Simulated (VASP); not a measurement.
# AlN (P6_3/mmc) in VASP: notebook, part 2 of 2

VASP 6.6.1.

**3. Single point, PBE**

This run uses another cell than the first one, of 8.44 Å³/atom, 1.041 times its volume.

INCAR reads:

```
  ALGO = Normal
  EDIFF = 1E-6
  ENCUT = 520
  GGA = PE
  ISIF = 2
  ISMEAR = 0
  LASPH = T
  LCHARG = F
  LREAL = F
  LWAVE = F
  NBANDS = 16
  NELM = 100
  PREC = Accurate
  SIGMA = 0.05
```

KPOINTS reads:

```
k-points
0
Gamma
  9 9 6
```

POSCAR reads:

```
AlN
1.0
    3.1478000000      0.0000000000      0.0000000000
   -1.5739000000      2.7260747660      0.0000000000
    0.0000000000      0.0000000000      3.9363000000
Al N
2 2
Direct
    0.3333333333      0.6666666667      0.7500000000
    0.6666666667      0.3333333333      0.2500000000
    0.3333333333      0.6666666667      0.2500000000
    0.6666666667      0.3333333333      0.7500000000
```

Potentials or basis: VASP PAW PBE potentials, release 64 (Al, N).

Started as:

```sh
cat potpaw_PBE.64/Al/POTCAR potpaw_PBE.64/N/POTCAR > POTCAR
mpirun -np 1 vasp_std > vasp.out
```

OUTCAR:

```text
EDIFF = 1E-6
   ENCUT = 520
   GGA = PE
   ISIF = 2
   ISMEAR = 0
   LASPH = T
   LREAL = F
   NELM = 100
   PREC = Accurate

 ion  position               nearest neighbor table
   1  0.333  0.667  0.750-   4 1.82   4 1.82   4 1.82   3 1.97   3 1.97   2 2.68   2 2.68   2 2.68
                             2 2.68   2 2.68   2 2.68
   2  0.667  0.333  0.250-   3 1.82   3 1.82   3 1.82   4 1.97   4 1.97   1 2.68   1 2.68   1 2.68
                             1 2.68   1 2.68   1 2.68
   3  0.333  0.667  0.250-   2 1.82   2 1.82   2 1.82   1 1.97   1 1.97
   4  0.667  0.333  0.750-   1 1.82   1 1.82   1 1.82   2 1.97   2 1.97

  LATTYP: Found a hexagonal cell.
 ALAT       =     3.1478000000
 C/A-ratio  =     1.2504924074

  Lattice vectors:

 A1 = (   3.1478000000,   0.0000000000,   0.0000000000)
 A2 = (  -1.5739000000,   2.7260747660,   0.0000000000)
 A3 = (   0.0000000000,   0.0000000000,   3.9363000000)

Analysis of symmetry for initial positions (statically):
=====================================================================
 Subroutine PRICEL returns:
 Original cell was already a primitive cell.

 Routine SETGRP: Setting up the symmetry group for a
 hexagonal supercell.

 Subroutine GETGRP returns: Found 24 space group operations
 (whereof 12 operations were pure point group operations)
 out of a pool of 24 trial point group operations.

The static configuration has the point symmetry D_3d.
 The point group associated with its full space group is D_6h.

Analysis of symmetry for dynamics (positions and initial velocities):
=====================================================================
 Subroutine PRICEL returns:
 Original cell was already a primitive cell.

 Routine SETGRP: Setting up the symmetry group for a
 hexagonal supercell.

[... 122 lines left out ...]
   EMIN   =  10.00;   EMAX   =-10.00  energy-range for DOS
   EFERMI =   0.00;   METHOD = LEGACY
   ISMEAR =     0;   SIGMA  =   0.05  broadening in eV -4-tet -1-fermi 0-gaus
   EFERMI_NEDOS =   21; number of points for ismear=-14 and -15
   IALGO  =     38    algorithm
   IMIX   =      4    mixing-type and parameters
     AMIX     =   0.40;   BMIX     =  1.00
     AMIX_MAG =   1.60;   BMIX_MAG =  1.00
  volume/ion in A,a.u.               =       8.44        56.99
  Fermi-wavevector in a.u.,A,eV,Ry     =   1.276156  2.411585 22.158099  1.628574
  Thomas-Fermi vector in A             =   2.408828
   LORBIT       =      0    0 simple, 1 ext, 2 COOP (PROOUT), +10 PAW based schemes
   GGA     = PE    functional components
   LHFCALC =     F    Hartree Fock is set to
   AEXX    =    0.0000 exact exchange contribution
   IVDW    =     0    specifies the selected vdW correction
   LEPSILON=     F    determine dielectric tensor
   LRPA    =     F    only Hartree local field effects (RPA)
 non-spin polarized calculation
 Gauss-broadening in eV      SIGMA  =   0.05
  energy-cutoff  :      520.00
  volume of cell :       33.78
 maximum number of plane-waves:       924
 NGX is ok and might be reduce to    24
   NGX = 11   NGY = 11   NGZ = 15

 number of electron      15.9999998 magnetization

 Free energy of the ion-electron system (eV)
  ---------------------------------------------------
  ext. energy  EPLUGINS =         0.00000000
  ---------------------------------------------------
  free energy    TOTEN  =       -28.55848336 eV

  energy without entropy =      -28.55848336  energy(sigma->0) =      -28.55848336

 E-fermi :  10.0918     XC(G=0): -11.9042

 val. band max:        9.8859561306   @ k =   0.0000   0.0000   0.0000
 cond. band min:      14.2919601764   @ k =   0.4444  -0.0000   0.0000
 fundamental gap:      4.4060040458
 Fermi energy:        10.0917706357

 k-point     1 :       0.0000    0.0000    0.0000
  band No.  band energies     occupation
      1      -8.2305      2.00000
      2      -3.6891      2.00000
      3       2.0304      2.00000
      4       6.1139      2.00000
      5       6.1139      2.00000
      6       7.9890      2.00000
[... 433 lines left out ...]
      3       2.3508      2.00000
      4       3.7886      2.00000
      5       3.7886      2.00000
      6       6.5048      2.00000
[... 8 lines left out ...]
     15      22.5707      0.00000
     16      24.8801      0.00000

 [... further k-points ...]
[... 5 lines left out ...]
  --------------------------------------------------------------------------------------
  -------------------------------------------------------------------------------------
  Total       10.0839085     10.0839085      9.1987082      0.0000000      0.0000000      0.0000000
  in kB      478.3066253    478.3066253    436.3192171      0.0000000      0.0000000      0.0000000
  external PRESSURE =     464.3108225 kB  Pullay stress =       0.0000000 kB

 VOLUME and BASIS-vectors are now :
 -----------------------------------------------------------------------------
  energy-cutoff  :      520.00
  volume of cell :       33.78
      direct lattice vectors                 reciprocal lattice vectors
     3.147800000  0.000000000  0.000000000     0.317682191  0.183413898  0.000000000
    -1.573900000  2.726074766  0.000000000     0.000000000  0.366827797  0.000000000
     0.000000000  0.000000000  3.936300000     0.000000000  0.000000000  0.254045677

 POSITION                                       TOTAL-FORCE (eV/Angst)
 -----------------------------------------------------------------------------------
     -0.00000      1.81738      2.95223         0.000000     -0.000000      0.000000
      1.57390      0.90869      0.98408        -0.000000      0.000000      0.000000
     -0.00000      1.81738      0.98408         0.000000     -0.000000      0.000000
      1.57390      0.90869      2.95223         0.000000     -0.000000      0.000000
 -----------------------------------------------------------------------------------
    total drift:                                0.000000     -0.000000      0.000000

  FREE ENERGIE OF THE ION-ELECTRON SYSTEM (eV)
  ---------------------------------------------------
  free  energy   TOTEN  =       -28.5584833583 eV

  energy  without entropy=      -28.5584833583  energy(sigma->0) =      -28.55848336
```

Run time: 10 s. Hardware: 1 thread of Intel Xeon 6975P-C (Granite Rapids), shared host; peak memory 0.14 GiB.

Results:

- Free energy: -28.5585 eV
- Pressure: 46.4 GPa
- Band gap on the k mesh: 4.41 eV, indirect (least direct gap 4.49 eV)

Levels at points of the mesh, in eV from the valence-band top:
| k point | band 6 | band 7 | band 8 | band 9 | band 10 | band 11 |
| --- | --- | --- | --- | --- | --- | --- |
| (0.00, 0.00, 0.00) | -1.90 | -1.90 | 0.00 | 4.49 | 5.79 | 9.15 |
| (0.00, 0.00, 0.50) | -2.88 | -2.88 | -2.88 | 6.70 | 6.70 | 9.19 |

A k mesh can miss the band edges. As with any semilocal functional, this PBE gap is likely too small.

**4. Single point, PBE**

This run uses another cell than the first one, of 8.33 Å³/atom, 1.026 times its volume.

INCAR reads:

```
  PREC = Accurate
  ENCUT = 520
  EDIFF = 1E-7
  ISMEAR = 0
  SIGMA = 0.05
  LREAL = F
  LASPH = T
  NELM = 100
  ALGO = Normal
  ISIF = 2
  LWAVE = F
  LCHARG = T
  GGA = PE
  LELF = T
  LVHAR = T
  NBANDS = 16
```

KPOINTS reads:

```
regular mesh
0
Gamma
  9 9 6
```

POSCAR reads:

```
AlN
1.0
    3.2306000000      0.0000000000      0.0000000000
   -1.6153000000      2.7977816695      0.0000000000
    0.0000000000      0.0000000000      3.6851000000
Al N
2 2
Direct
    0.3333333333      0.6666666667      0.7500000000
    0.6666666667      0.3333333333      0.2500000000
    0.3333333333      0.6666666667      0.2500000000
    0.6666666667      0.3333333333      0.7500000000
```

Potentials or basis: VASP PAW PBE potentials, release 64 (Al, N).

Started as:

```sh
cat potpaw_PBE.64/Al/POTCAR potpaw_PBE.64/N/POTCAR > POTCAR
mpirun -np 1 vasp_std > vasp.out
```

OUTCAR:

```text
PREC = Accurate
   ENCUT = 520
   EDIFF = 1E-7
   ISMEAR = 0
   LREAL = F
   LASPH = T
   NELM = 100
   ISIF = 2
   GGA = PE

 ion  position               nearest neighbor table
   1  0.333  0.667  0.750-   3 1.84   3 1.84   4 1.87   4 1.87   4 1.87   2 2.62   2 2.62   2 2.62
                             2 2.62   2 2.62   2 2.62
   2  0.667  0.333  0.250-   4 1.84   4 1.84   3 1.87   3 1.87   3 1.87   1 2.62   1 2.62   1 2.62
                             1 2.62   1 2.62   1 2.62
   3  0.333  0.667  0.250-   1 1.84   1 1.84   2 1.87   2 1.87   2 1.87
[... 661 lines left out ...]
  --------------------------------------------------------------------------------------
  -------------------------------------------------------------------------------------
  Total        8.1211976      8.1211976     17.5272668      0.0000000     -0.0000000     -0.0000000
  in kB      390.6468907    390.6468907    843.0988428      0.0000000     -0.0000000     -0.0000000
  external PRESSURE =     541.4642081 kB  Pullay stress =       0.0000000 kB

 VOLUME and BASIS-vectors are now :
 -----------------------------------------------------------------------------
  energy-cutoff  :      520.00
  volume of cell :       33.31
      direct lattice vectors                 reciprocal lattice vectors
     3.230600000  0.000000000  0.000000000     0.309540024  0.178713016  0.000000000
    -1.615300000  2.797781669  0.000000000     0.000000000  0.357426032  0.000000000
     0.000000000  0.000000000  3.685100000     0.000000000  0.000000000  0.271363057

 POSITION                                       TOTAL-FORCE (eV/Angst)
 -----------------------------------------------------------------------------------
     -0.00000      1.86519      2.76382        -0.000000     -0.000000     -0.000000
      1.61530      0.93259      0.92127         0.000000      0.000000     -0.000000
     -0.00000      1.86519      0.92127        -0.000000      0.000000     -0.000000
      1.61530      0.93259      2.76382        -0.000000      0.000000      0.000000
 -----------------------------------------------------------------------------------
    total drift:                               -0.000000     -0.000000     -0.000000

  FREE ENERGIE OF THE ION-ELECTRON SYSTEM (eV)
  ---------------------------------------------------
  free  energy   TOTEN  =       -28.1698822539 eV

  energy  without entropy=      -28.1698822539  energy(sigma->0) =      -28.16988225
```

OSZICAR:

```text
N       E                     dE             d eps       ncg     rms          rms(c)
DAV:   1     0.442030559107E+02    0.44203E+02   -0.76119E+03  1536   0.920E+02
DAV:   2    -0.306251221529E+02   -0.74828E+02   -0.68930E+02  2200   0.201E+02
DAV:   3    -0.335883826306E+02   -0.29633E+01   -0.29554E+01  1888   0.411E+01
DAV:   4    -0.336042569882E+02   -0.15874E-01   -0.15873E-01  1928   0.331E+00
DAV:   5    -0.336044564861E+02   -0.19950E-03   -0.19949E-03  1848   0.376E-01    0.131E+01
DAV:   6    -0.282759201747E+02    0.53285E+01   -0.94132E+00  1968   0.238E+01    0.461E+00
DAV:   7    -0.282009142433E+02    0.75006E-01   -0.12908E+00  1896   0.747E+00    0.324E+00
DAV:   8    -0.281823948820E+02    0.18519E-01   -0.13614E-01  1832   0.290E+00    0.852E-01
DAV:   9    -0.281694448090E+02    0.12950E-01   -0.31778E-02  1976   0.139E+00    0.264E-01
DAV:  10    -0.281699373481E+02   -0.49254E-03   -0.33335E-03  1816   0.390E-01    0.151E-01
DAV:  11    -0.281698828776E+02    0.54470E-04   -0.19616E-04  1792   0.116E-01    0.369E-02
DAV:  12    -0.281698824786E+02    0.39901E-06   -0.12267E-05  2024   0.263E-02    0.899E-03
DAV:  13    -0.281698822088E+02    0.26975E-06   -0.31758E-06  1848   0.135E-02    0.459E-03
DAV:  14    -0.281698822539E+02   -0.45108E-07   -0.16241E-07  1560   0.369E-03
   1 F= -.28169882E+02 E0= -.28169882E+02  d E =-.106079E-10
```

stdout:

```text
POSCAR found type information on POSCAR AlN
 POSCAR found :  2 types and       4 ions
 scaLAPACK will be used
 LDA part: xc-table for (Slater+PW92), standard interpolation
 POSCAR, INCAR and KPOINTS ok, starting setup
 FFT: planning ... GRIDC
 FFT: planning ... GRID_SOFT
 FFT: planning ... GRID
 WAVECAR not read
 entering main loop
```

Run time: 9.3 s. Hardware: 1 thread of Intel Xeon 6975P-C (Granite Rapids), shared host; peak memory 0.14 GiB.

What came out:

- Free energy: -28.1699 eV
- Pressure: 54.1 GPa
- Band gap on the k mesh: 4.62 eV, direct

Stress tensor (GPa, compression positive):
```
39.06  0.00  0.00
 0.00 39.06  0.00
 0.00  0.00 84.31
```

A k mesh can miss the band edges. A hybrid or GW would open this gap; PBE tends to underestimate it.

**5. The runs side by side**

| cell | gap on the mesh (eV) | pressure (GPa) |
| --- | --- | --- |
| a = 3.189, b = 3.189, c = 3.685 Å, angles 90.0, 90.0, 120.0°, 4 atoms | 4.67 | 63.9 |
| a = 3.148, b = 3.148, c = 3.936 Å, angles 90.0, 90.0, 120.0°, 4 atoms | 4.41 | 46.4 |
| a = 3.231, b = 3.231, c = 3.685 Å, angles 90.0, 90.0, 120.0°, 4 atoms | 4.62 | 54.1 |

Alike in all rows: task single point; level PBE; potentials or basis VASP PAW PBE potentials, release 64 (Al, N); no spin polarisation; k mesh 9 × 9 × 6; cutoff (eV) 520; smearing gaussian 0.05 eV.

Total energies depend on the potentials used, so only differences within one code and one set of settings carry meaning.
